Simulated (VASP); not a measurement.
A run of VASP 6.6.1 is set up as follows.

Contents of POSCAR:

```
AgBr
1.0
    0.0000000000      2.8927623052      2.8927623052
    2.8927623052      0.0000000000      2.8927623052
    2.8927623052      2.8927623052      0.0000000000
Ag Br
1 1
Direct
    0.0000000000      0.0000000000      0.0000000000
    0.5000000000      0.5000000000      0.5000000000
```

INCAR.step1

```
SYSTEM = AgBr
PREC = Accurate
ENCUT = 440
EDIFF = 1E-5
ISMEAR = 0
SIGMA = 0.01
LREAL = .False.
LASPH = .True.
NELM = 120
ALGO = Normal
ISIF = 2
LWAVE = .True.
LCHARG = .False.
GGA = PE
NBANDS = 16
GGA_COMPAT = .False.
```

Contents of INCAR.step2:

```
SYSTEM = AgBr
PREC = Accurate
ENCUT = 440
EDIFF = 1E-6
ISMEAR = 0
SIGMA = 0.01
LREAL = .False.
LASPH = .True.
NELM = 120
ALGO = Normal
ISIF = 2
LWAVE = .False.
LCHARG = .False.
METAGGA = R2SCAN
LHFCALC = .True.
AEXX = 0.1
LMIXTAU = .True.
PRECFOCK = Normal
ISTART = 1
NBANDS = 16
GGA_COMPAT = .False.
```

The input KPOINTS:

```
regular mesh
0
Gamma
  6 6 6
  0 0 0
```

Potentials or basis: VASP PAW PBE potentials, release 64 (Ag, Br).

The run is started by

```sh
$ cat potpaw_PBE.64/Ag/POTCAR potpaw_PBE.64/Br/POTCAR > POTCAR
$ cp INCAR.step1 INCAR
$ mpirun -np 1 vasp_std > vasp.out
$ cp INCAR.step2 INCAR
$ mpirun -np 1 vasp_std > vasp.out
```

(1) Predict the pressure.

(2) Estimate the band gap on the k mesh.

Results:

(1) 0.0 GPa.

(2) 1.97 eV (least direct gap 3.85 eV).

Caveat: the PAW data sets were made with another functional, which shifts forces and pressure a little.
